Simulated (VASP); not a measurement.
# CO2 (Cmce) in VASP: notebook

CO2 is run at these levels: HSE06; tasks: single point.

All numbers are computed with VASP 6.6.1; they aren't measurements. Logs are shortened: lines on timing, memory, paths and dates and some standing lists are left out, and cuts for length are marked.

## Step 1: The cell of the first run

It takes space group Cmce (No. 64, orthorhombic). The conventional cell has a = 5.286 Å, b = 4.562 Å, c = 6.427 Å, α = 90.00°, β = 90.00°, γ = 90.00°. Within 1.6 Å of C (site symmetry 2/m) lie 2 O at 1.16 Å. O (site symmetry m) has 1 C at 1.16 Å within 1.6 Å.

## Step 2: Single point, HSE06 (uniaxial y strain -4.2%)

The input, POSCAR:

```
CO2
1.0
    2.6429037954     -2.2811097426      0.0000000000
    2.6429037954      2.2811097426      0.0000000000
    0.0000000000      0.0000000000      6.4270321019
C O
2 4
Direct
    0.0000000000      0.0000000000      0.0000000000
    0.5000000000      0.5000000000      0.5000000000
    0.7952221297      0.2047778703      0.8929834749
    0.2047778703      0.7952221297      0.1070165251
    0.7047778703      0.2952221297      0.3929834749
    0.2952221297      0.7047778703      0.6070165251
```

The input, INCAR.step1:

```
  ALGO = Normal
  EDIFF = 1E-5
  ENCUT = 520
  GGA = PE
  ISIF = 2
  ISMEAR = 0
  LASPH = True
  LCHARG = False
  LREAL = False
  LWAVE = True
  NBANDS = 25
  NELM = 80
  PREC = Accurate
  SIGMA = 0.01
```

The input, INCAR.step2:

```
  ALGO = Normal
  EDIFF = 1E-7
  ENCUT = 520
  GGA = PE
  HFSCREEN = 0.2079
  ISIF = 2
  ISMEAR = 0
  ISTART = 1
  LASPH = True
  LCHARG = False
  LHFCALC = True
  LREAL = False
  LWAVE = False
  NBANDS = 25
  NELM = 80
  PREC = Accurate
  PRECFOCK = Fast
  SIGMA = 0.01
```

The input, KPOINTS:

```
k-points
0
Gamma
  4 4 2
```

Potentials or basis: VASP PAW PBE potentials, release 64 (C, O).

Launch:

```
$ cat potpaw_PBE.64/C/POTCAR potpaw_PBE.64/O/POTCAR > POTCAR
$ cp INCAR.step1 INCAR
$ mpirun -np 1 vasp_std > vasp.out
$ cp INCAR.step2 INCAR
$ mpirun -np 1 vasp_std > vasp.out
```

OUTCAR:

```text
EDIFF = 1E-7
   ENCUT = 520
   GGA = PE
   HFSCREEN = 0.2079
   ISIF = 2
   ISMEAR = 0
   ISTART = 1
   LASPH = True
   LHFCALC = True
   LREAL = False
   NELM = 80
   PREC = Accurate
   PRECFOCK = Fast

 ion  position               nearest neighbor table
   1  0.000  0.000  0.000-   3 1.16   4 1.16
   2  0.500  0.500  0.500-   5 1.16   6 1.16
   3  0.795  0.205  0.893-   1 1.16
   4  0.205  0.795  0.107-   1 1.16
   5  0.705  0.295  0.393-   2 1.16
   6  0.295  0.705  0.607-   2 1.16

  LATTYP: Found a base centered orthorhombic cell.
 ALAT       =     4.5622194852
 B/A-ratio  =     1.1586044047
 C/A-ratio  =     1.4087511841

  Lattice vectors:

 A1 = (  -2.6429037954,  -2.2811097426,   0.0000000000)
 A2 = (   2.6429037954,  -2.2811097426,   0.0000000000)
 A3 = (   0.0000000000,   0.0000000000,   6.4270321019)

Analysis of symmetry for initial positions (statically):
=====================================================================
 Subroutine PRICEL returns:
 Original cell was already a primitive cell.

 Routine SETGRP: Setting up the symmetry group for a
 base centered orthorhombic supercell.

 Subroutine GETGRP returns: Found  8 space group operations
 (whereof  4 operations were pure point group operations)
 out of a pool of  8 trial point group operations.

The static configuration has the point symmetry C_2h.
 The point group associated with its full space group is D_2h.

Analysis of symmetry for dynamics (positions and initial velocities):
=====================================================================
 Subroutine PRICEL returns:
 Original cell was already a primitive cell.

 Routine SETGRP: Setting up the symmetry group for a
 base centered orthorhombic supercell.

 Subroutine GETGRP returns: Found  8 space group operations
 (whereof  4 operations were pure point group operations)
 out of a pool of  8 trial point group operations.

The dynamic configuration has the point symmetry C_2h.
 The point group associated with its full space group is D_2h.

 Subroutine INISYM returns: Found  8 space group operations
 (whereof  4 operations are pure point group operations),
 and found     1 'primitive' translations

----------------------------------------------------------------------------------------

                                     Primitive cell

  volume of cell :      77.4940

  direct lattice vectors                    reciprocal lattice vectors
     2.642903795 -2.281109743  0.000000000     0.189185850 -0.219191559  0.000000000
     2.642903795  2.281109743  0.000000000     0.189185850  0.219191559  0.000000000
     0.000000000  0.000000000  6.427032102     0.000000000  0.000000000  0.155592812

  length of vectors
     3.491189214  3.491189214  6.427032102     0.289544859  0.289544859  0.155592812

  position of ions in fractional coordinates (direct lattice)
     0.000000000  0.000000000  0.000000000
     0.500000000  0.500000000  0.500000000
     0.795222130  0.204777870  0.892983475
     0.204777870  0.795222130  0.107016525
     0.704777870  0.295222130  0.392983475
     0.295222130  0.704777870  0.607016525

  ion indices of the primitive-cell ions
   primitive index   ion index
                 1           1
                 2           2
                 3           3
                 4           4
                 5           5
                 6           6

----------------------------------------------------------------------------------------

 KPOINTS: k-points

Automatic generation of k-mesh.
 Grid dimensions read from file:
 generate k-points for:    4    4    2

 Generating k-lattice:

  Cartesian coordinates                     Fractional coordinates (reciprocal lattice)
     0.047296462 -0.054797890  0.000000000     0.250000000  0.000000000  0.000000000
     0.047296462  0.054797890  0.000000000     0.000000000  0.250000000  0.000000000
     0.000000000  0.000000000  0.077796406     0.000000000  0.000000000  0.500000000

  Length of vectors
     0.072386215  0.072386215  0.077796406

  Shift w.r.t. Gamma in fractional coordinates (k-lattice)
     0.000000000  0.000000000  0.000000000

 Subroutine IBZKPT returns following result:
 ===========================================

 Found     14 irreducible k-points:

 Following reciprocal coordinates:
            Coordinates               Weight
  0.000000  0.000000  0.000000      1.000000
  0.250000  0.000000  0.000000      4.000000
  0.500000  0.000000  0.000000      2.000000
  0.250000  0.250000  0.000000      2.000000
  0.500000  0.250000  0.000000      4.000000
 -0.250000  0.250000  0.000000      2.000000
  0.500000  0.500000  0.000000      1.000000
  0.000000  0.000000  0.500000      1.000000
  0.250000  0.000000  0.500000      4.000000
  0.500000  0.000000  0.500000      2.000000
  0.250000  0.250000  0.500000      2.000000
  0.500000  0.250000  0.500000      4.000000
 -0.250000  0.250000  0.500000      2.000000
  0.500000  0.500000  0.500000      1.000000
   k-points           NKPTS =     14   k-points in BZ     NKDIM =     32   number of bands    NBANDS=     25
   number of dos      NEDOS =    301   number of ions     NIONS =      6
   total plane-waves  NPLWV =  37632
   dimension x,y,z NGX =    28 NGY =   28 NGZ =   48
   dimension x,y,z NGXF=    56 NGYF=   56 NGZF=   96
   ions per type =               2   4
   NGX,Y,Z   is equivalent  to a cutoff of  13.33, 13.33, 12.42 a.u.
   NGXF,Y,Z  is equivalent  to a cutoff of  26.67, 26.67, 24.83 a.u.
 SYSTEM =  unknown system
   PREC   = accura    normal or accurate (medium, high low for compatibility)
   ISTART =      1    job   : 0-new  1-cont  2-samecut
   ICHARG =      0    charge: 1-file 2-atom 10-const
   ISPIN  =      1    spin polarized calculation?
   LNONCOLLINEAR =      F non collinear calculations
   LSORBIT =      F    spin-orbit coupling
   LASPH  =      T    aspherical Exc in radial PAW
   ENCUT  =  520.0 eV  38.22 Ry    6.18 a.u.   6.49  6.49 11.95*2*pi/ulx,y,z
   NELM   =     80;   NELMIN=  2; NELMDL=  0     # of ELM steps
   EDIFF  = 0.1E-06   stopping-criterion for ELM
   LREAL  =      F    real-space projection
   EDIFFG = 0.1E-05   stopping-criterion for IOM
   NSW    =      0    number of steps for IOM
   IBRION =     -1    ionic relax: 0-MD 1-quasi-New 2-CG
   NFREE  =      0    steps in history (QN), initial steepest desc. (CG)
   ISIF   =      2    stress and relaxation
   ISYM   =      3    0-nonsym 1-usesym 2-fastsym
   POTIM  = 0.5000    time-step for ionic-motion
   TEBEG  =    0.0;   TEEND  =   0.0 temperature during run
   PSTRESS=    0.0 pullay stress
   NELECT =      32.0000    total number of electrons
   NUPDOWN=      -1.0000    fix difference up-down
   EMIN   =  10.00;   EMAX   =-10.00  energy-range for DOS
   EFERMI =   0.00;   METHOD = LEGACY
   ISMEAR =     0;   SIGMA  =   0.01  broadening in eV -4-tet -1-fermi 0-gaus
   EFERMI_NEDOS =   21; number of points for ismear=-14 and -15
   IALGO  =     38    algorithm
   IMIX   =      1    mixing-type and parameters
     AMIX     =   0.40;   BMIX     =  1.00
     AMIX_MAG =   1.60;   BMIX_MAG =  1.00
  volume/ion in A,a.u.               =      12.92        87.16
  Fermi-wavevector in a.u.,A,eV,Ry     =   1.219089  2.303745 20.220686  1.486179
  Thomas-Fermi vector in A             =   2.354353
   LORBIT       =      0    0 simple, 1 ext, 2 COOP (PROOUT), +10 PAW based schemes
   GGA     = PE    functional components
   LHFCALC =     T    Hartree Fock is set to
   PRECFOCK=fast      Normal, Fast or Accurate (Low or Medium for compatibility)
   ENCUT4O =  -1.0   cutoff for four orbital integrals eV
   NKREDX  =     1    reduce k-point grid by
   NKREDY  =     1    reduce k-point grid by
   NKREDZ  =     1    reduce k-point grid by
   AEXX    =    0.2500 exact exchange contribution
   HFSCREEN=    0.2079 screening length (either q_TF or 0.3 A-1)
   HFSCREENC=   0.2079 screening length for correlation (either q_TF or 0.3 A-1)
   ENCUTFOCK=  -1.0 apply spherical cutoff to Coloumb kernel
   IVDW    =     0    specifies the selected vdW correction
   LEPSILON=     F    determine dielectric tensor
   LRPA    =     F    only Hartree local field effects (RPA)
 non-spin polarized calculation
 Gauss-broadening in eV      SIGMA  =   0.01
  energy-cutoff  :      520.00
  volume of cell :       77.49
 maximum number of plane-waves:      2115
 NGX is ok and might be reduce to    28
  NGX = 14; NGY = 14; NGZ = 28

 number of electron      32.0000023 magnetization

 Free energy of the ion-electron system (eV)
  ---------------------------------------------------
  ext. energy  EPLUGINS =         0.00000000
  ---------------------------------------------------
  free energy    TOTEN  =       -56.68997662 eV

  energy without entropy =      -56.68997662  energy(sigma->0) =      -56.68997662

 E-fermi :  -3.8055     XC(G=0):  -7.0477

 val. band max:       -3.8813234338   @ k =   0.5000   0.5000   0.0000
 cond. band min:       4.6173603636   @ k =   0.0000   0.0000   0.0000
 fundamental gap:      8.4986837975
 Fermi energy:        -3.8055253174

 k-point     1 :       0.0000    0.0000    0.0000
  band No.  band energies     occupation
      1     -26.7320      2.00000
      2     -26.5018      2.00000
      3     -25.3273      2.00000
      4     -25.2213      2.00000
      5      -9.8071      2.00000
      6      -9.7846      2.00000
[... 17 lines left out ...]
     24      14.3181      0.00000
     25      15.1641      0.00000

 k-point     2 :       0.2500    0.0000    0.0000
  band No.  band energies     occupation
      1     -26.6267      2.00000
      2     -26.4563      2.00000
      3     -25.3461      2.00000
      4     -25.2781      2.00000
      5     -10.1208      2.00000
      6      -9.8138      2.00000
[... 17 lines left out ...]
     24      12.7959      0.00000
     25      14.2784      0.00000

 k-point     3 :       0.5000    0.0000    0.0000
  band No.  band energies     occupation
      1     -26.4590      2.00000
      2     -26.4590      2.00000
      3     -25.3566      2.00000
      4     -25.3566      2.00000
      5     -10.0723      2.00000
      6     -10.0723      2.00000
[... 17 lines left out ...]
     24      12.0088      0.00000
     25      12.6395      0.00000

 k-point     4 :       0.2500    0.2500    0.0000
  band No.  band energies     occupation
      1     -26.5819      2.00000
      2     -26.3981      2.00000
      3     -25.3486      2.00000
      4     -25.2929      2.00000
      5     -10.0695      2.00000
      6      -9.9445      2.00000
[... 17 lines left out ...]
     24      13.6858      0.00000
     25      14.0035      0.00000

 k-point     5 :       0.5000    0.2500    0.0000
  band No.  band energies     occupation
      1     -26.4561      2.00000
      2     -26.3647      2.00000
      3     -25.3650      2.00000
      4     -25.3570      2.00000
      5     -10.1664      2.00000
      6     -10.0310      2.00000
[... 17 lines left out ...]
     24      12.3194      0.00000
     25      12.5487      0.00000

 k-point     6 :      -0.2500    0.2500    0.0000
  band No.  band energies     occupation
      1     -26.4984      2.00000
      2     -26.4340      2.00000
      3     -25.3650      2.00000
      4     -25.3307      2.00000
      5     -10.2129      2.00000
      6      -9.8385      2.00000
[... 17 lines left out ...]
     24      11.8947      0.00000
     25      12.4147      0.00000
[... 113 lines left out ...]
 k-point    11 :       0.2500    0.2500    0.5000
  band No.  band energies     occupation
      1     -26.4942      2.00000
      2     -26.4942      2.00000
      3     -25.3168      2.00000
      4     -25.3168      2.00000
      5     -10.1334      2.00000
      6     -10.1334      2.00000
[... 17 lines left out ...]
     24      13.1233      0.00000
     25      13.7428      0.00000

 k-point    12 :       0.5000    0.2500    0.5000
  band No.  band energies     occupation
      1     -26.4105      2.00000
      2     -26.4105      2.00000
      3     -25.3612      2.00000
      4     -25.3612      2.00000
      5     -10.0845      2.00000
      6     -10.0845      2.00000
[... 17 lines left out ...]
     24      11.8052      0.00000
     25      12.7201      0.00000

 k-point    13 :      -0.2500    0.2500    0.5000
  band No.  band energies     occupation
      1     -26.4655      2.00000
      2     -26.4655      2.00000
      3     -25.3490      2.00000
      4     -25.3490      2.00000
      5      -9.8497      2.00000
      6      -9.8497      2.00000
[... 17 lines left out ...]
     24      12.7357      0.00000
     25      12.8092      0.00000

 k-point    14 :       0.5000    0.5000    0.5000
  band No.  band energies     occupation
      1     -26.3612      2.00000
      2     -26.3612      2.00000
      3     -25.3656      2.00000
      4     -25.3656      2.00000
      5     -10.2231      2.00000
      6     -10.2231      2.00000
[... 17 lines left out ...]
     24      11.7808      0.00000
     25      12.4397      0.00000

------------------------ aborting loop because EDIFF is reached ----------------------------------------

  FORCE on cell =-STRESS in cart. coord.  units (eV):
  Direction    XX          YY          ZZ          XY          YZ          ZX
  --------------------------------------------------------------------------------------
  -------------------------------------------------------------------------------------
  Total        1.0828113      1.6897926      1.3037318      0.0000000     -0.0000000      0.0000000
  in kB       22.3869719     34.9362256     26.9544720      0.0000000     -0.0000000      0.0000000
  external PRESSURE =      28.0925565 kB  Pullay stress =       0.0000000 kB

 VOLUME and BASIS-vectors are now :
 -----------------------------------------------------------------------------
  energy-cutoff  :      520.00
  volume of cell :       77.49
      direct lattice vectors                 reciprocal lattice vectors
     2.642903795 -2.281109743  0.000000000     0.189185850 -0.219191559  0.000000000
     2.642903795  2.281109743  0.000000000     0.189185850  0.219191559  0.000000000
     0.000000000  0.000000000  6.427032102     0.000000000  0.000000000  0.155592812

 POSITION                                       TOTAL-FORCE (eV/Angst)
 -----------------------------------------------------------------------------------
      0.00000      0.00000      0.00000         0.000000      0.000000      0.000000
      2.64290      0.00000      3.21352        -0.000000      0.000000      0.000000
      2.64290     -1.34687      5.73923         0.000000      0.062047     -0.041384
      2.64290      1.34687      0.68780         0.000000     -0.062047      0.041384
      2.64290     -0.93424      2.52572         0.000000     -0.062047     -0.041384
      2.64290      0.93424      3.90131         0.000000      0.062047      0.041384
 -----------------------------------------------------------------------------------
    total drift:                               -0.000000      0.000001      0.000000

  FREE ENERGIE OF THE ION-ELECTRON SYSTEM (eV)
  ---------------------------------------------------
  free  energy   TOTEN  =       -56.6899766169 eV

  energy  without entropy=      -56.6899766169  energy(sigma->0) =      -56.68997662
```

Wall time 5.9 min (1 thread of Intel Xeon Platinum 8488C (Sapphire Rapids), shared host); peak memory 0.3 GiB.

What came out:

```yaml
Free_energy: -56.6900 eV
Pressure: 2.8 GPa
Largest_force: 0.075 eV/Å
Band_gap_on_the_k_mesh: 8.50 eV (least direct gap 9.18 eV)
```

Forces in eV/Å, atoms in the order of the input:
```
C    0.000  0.000  0.000
C    0.000  0.000  0.000
O    0.000  0.062 -0.041
O    0.000 -0.062  0.041
O    0.000 -0.062 -0.041
O    0.000  0.062  0.041
```

Caveat: the k points lie up to 0.49 Å⁻¹ apart; the cell differs from its parent crystal (uniaxial y strain -4.2%); this functional lacks dispersion, which holds the molecules together, so the pressure and a relaxed volume are unreliable; the PAW data sets were made with another functional, which shifts forces and pressure a little.

## Step 3: Single point, HSE06 (strain -3.7%)

The input, POSCAR:

```
CO2
1.0
    2.5445877742     -2.2913432031      0.0000000000
    2.5445877742      2.2913432031      0.0000000000
    0.0000000000      0.0000000000      6.1879465077
C O
2 4
Direct
    0.0000000000      0.0000000000      0.0000000000
    0.5000000000      0.5000000000      0.5000000000
    0.7952566065      0.2047433935      0.8899688721
    0.2047433935      0.7952566065      0.1100311279
    0.7047433935      0.2952566065      0.3899688721
    0.2952566065      0.7047433935      0.6100311279
```

The input, INCAR.step1:

```
SYSTEM = CO2
PREC = Accurate
ENCUT = 520
EDIFF = 1E-5
ISMEAR = 0
SIGMA = 0.01
LREAL = .FALSE.
LASPH = .TRUE.
NELM = 60
ALGO = Normal
ISIF = 2
LWAVE = .TRUE.
LCHARG = .FALSE.
GGA = PE
NBANDS = 25
```

The input, INCAR.step2:

```
SYSTEM = CO2
PREC = Accurate
ENCUT = 520
EDIFF = 1E-6
ISMEAR = 0
SIGMA = 0.01
LREAL = .FALSE.
LASPH = .TRUE.
NELM = 60
ALGO = Normal
ISIF = 2
LWAVE = .FALSE.
LCHARG = .FALSE.
GGA = PE
LHFCALC = .TRUE.
HFSCREEN = 0.2079
PRECFOCK = Fast
ISTART = 1
NBANDS = 25
```

The input, KPOINTS:

```
regular mesh
0
G
  4 4 2
  0 0 0
```

Potentials or basis: VASP PAW PBE potentials, release 64 (C, O).

Launch:

```
$ cat potpaw_PBE.64/C/POTCAR potpaw_PBE.64/O/POTCAR > POTCAR
$ cp INCAR.step1 INCAR
$ mpirun -np 1 vasp_std > vasp.out
$ cp INCAR.step2 INCAR
$ mpirun -np 1 vasp_std > vasp.out
```

Wall time 8.5 min (1 thread of Intel Xeon Platinum 8259CL at 2.50GHz (Skylake/Cascade Lake), shared host); peak memory 0.29 GiB.

Results (log left out):

| Item | Value |
| --- | --- |
| Free energy | -56.5744 eV |
| Pressure | 4.4 GPa |
| Largest force | 0.067 eV/Å |
| Band gap on the k mesh | 8.56 eV (least direct gap 9.33 eV) |

Forces in eV/Å, atoms in the order of the input:
```
C    0.000  0.000  0.000
C    0.000  0.000  0.000
O    0.000  0.057 -0.036
O    0.000 -0.057  0.036
O    0.000 -0.057 -0.036
O    0.000  0.057  0.036
```

Stress tensor (GPa, compression positive):
```
4.06 0.00 0.00
0.00 4.64 0.00
0.00 0.00 4.47
```

Levels at points of the mesh, in eV from the valence-band top:
```
           k point  band 13  band 14  band 15  band 16  band 17  band 18  band 19  band 20
(0.00, 0.00, 0.00)    -1.39    -1.37    -0.86    -0.77     8.56     8.65     9.50     9.67
(0.50, 0.00, 0.00)    -0.97    -0.97    -0.40    -0.40     9.36     9.36    10.70    10.71
(0.50, 0.50, 0.00)    -1.48    -0.92    -0.47     0.00     9.64    11.17    11.25    11.44
(0.00, 0.00, 0.50)    -1.13    -1.13    -1.05    -1.05     9.14     9.14     9.80     9.80
(0.50, 0.00, 0.50)    -1.08    -1.08    -0.35    -0.35     9.48     9.48    10.80    10.80
(0.50, 0.50, 0.50)    -1.00    -1.00    -0.42    -0.42    10.49    10.49    11.20    11.20
```

Caveat: the k points lie up to 0.51 Å⁻¹ apart; the cell differs from its parent crystal (strain -3.7%); this functional lacks dispersion, which holds the molecules together, so the pressure and a relaxed volume are unreliable; the PAW data sets were made with another functional, which shifts forces and pressure a little. A k mesh can miss the band edges.
